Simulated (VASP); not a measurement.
A run of VASP 6.6.1:

The input INCAR:

```
  PREC = Accurate
  ENCUT = 520
  EDIFF = 1E-8
  ISMEAR = -1
  SIGMA = 0.05
  LREAL = F
  LASPH = T
  NELM = 80
  ALGO = Normal
  ISIF = 2
  LWAVE = F
  LCHARG = F
  LEFG = T
  NBANDS = 30
```

The input KPOINTS:

```
Automatic mesh
0
Gamma
  9 9 9
```

Contents of POSCAR:

```
CuAu3
1.0
    3.9666888638      0.0000000000      0.0000000000
    0.0000000000      3.9666888638      0.0000000000
    0.0000000000      0.0000000000      3.9666888638
Cu Au
1 3
Direct
    0.0000000000      0.0000000000      0.0000000000
    0.0000000000      0.5000000000      0.5000000000
    0.5000000000      0.0000000000      0.5000000000
    0.5000000000      0.5000000000      0.0000000000
```

Potentials or basis: VASP PAW LDA potentials, release 64 (Cu, Au).

Command:

```console
$ cat potpaw_LDA.64/Cu/POTCAR potpaw_LDA.64/Au/POTCAR > POTCAR
$ mpirun -np 1 vasp_std > vasp.out
```

Hardware: 1 thread of AMD EPYC 9R45 96-Core Processor (Zen 5), with other jobs on the host.

Problem. Estimate the wall time of this run.

Solution. Wall time 38 s on 1 thread of AMD EPYC 9R45 96-Core Processor (Zen 5) (shared host), peak memory 0.16 GiB. Counts: scf iterations 15, k points 35.
